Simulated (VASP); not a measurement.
The system is LuGaAs2.

```
CELL_PARAMETERS angstrom
1.95026 1.12598 6.42274
-1.95026 1.12598 6.42274
0.00000 -2.25196 6.42274
ATOMIC_POSITIONS crystal
Ga 0.00000 0.00000 0.00000
Lu 0.50000 0.50000 0.50000
As 0.25657 0.25657 0.25657
As 0.74343 0.74343 0.74343
```

Base run:

* Program: VASP 6.6.1
* Functional: r2SCAN
* Potentials or basis: VASP PAW PBE potentials, release 64 (Ga_d, Lu, As)
* Cutoff: 520 eV
* k mesh: 8 × 8 × 8
* Occupations: fermi-dirac, width 0.02 eV
* Spin: no spin polarisation

Its results: band gap on the k mesh zero (bands 24 and 25 overlap by 1.15 eV); pressure 0.3 GPa; largest force 0.030 eV/Å.

Problem. The run is repeated on the same cell with these changes: functional from r2SCAN to PBE; further incar settings from ALGO = Normal; EDIFF = 1e-07; NBANDS = 32 to ALGO = Normal; EDIFF = 1e-06; NBANDS = 32. What comes out?

Solution. Band gap on the k mesh zero (bands 24 and 25 overlap by 1.42 eV); pressure 2.3 GPa; largest force 0.038 eV/Å.

Caveats: spin-orbit coupling is left out, which moves the levels of the heavy elements; the PAW data sets were made with another functional, which shifts forces and pressure a little (at least some runs).
